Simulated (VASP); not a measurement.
Here is a VASP 6.6.1 calculation.

INCAR

```
SYSTEM = Cd2S
PREC = Accurate ; ENCUT = 520
EDIFF = 1E-7 ; ISMEAR = -1
SIGMA = 0.05 ; LREAL = .False.
LASPH = .True. ; NELM = 100
ALGO = Normal ; ISIF = 2
LWAVE = .False. ; LCHARG = .True.
GGA = PS ; LELF = .True.
LVHAR = .True. ; NBANDS = 22
```

File KPOINTS:

```
Automatic mesh
0
Gamma
  8 8 5
  0 0 0
```

File POSCAR:

```
Cd2S
1.0
    3.8041632470      0.0000000000      0.0000000000
   -1.9020816235      3.2945020121      0.0000000000
    0.0000000000      0.0000000000      5.8091920000
Cd S
2 1
Direct
    0.3333333333      0.6666666667      0.9327170000
    0.6666666667      0.3333333333      0.5787350000
    0.3333333333      0.6666666667      0.3657050000
```

Potentials or basis: VASP PAW PBE potentials, release 64 (Cd, S).

Command:

```console
$ cat potpaw_PBE.64/Cd/POTCAR potpaw_PBE.64/S/POTCAR > POTCAR
$ mpirun -np 1 vasp_std > vasp.out
```

(1) What does it give for the pressure?

(2) Predict the largest force.

(3) Predict the band gap on the k mesh.

Answers

(1) 0.5 GPa.

(2) 0.325 eV/Å.

(3) 0.16 eV, indirect (least direct gap 0.60 eV).

Caveat: the PAW data sets were made with another functional, which shifts forces and pressure a little.
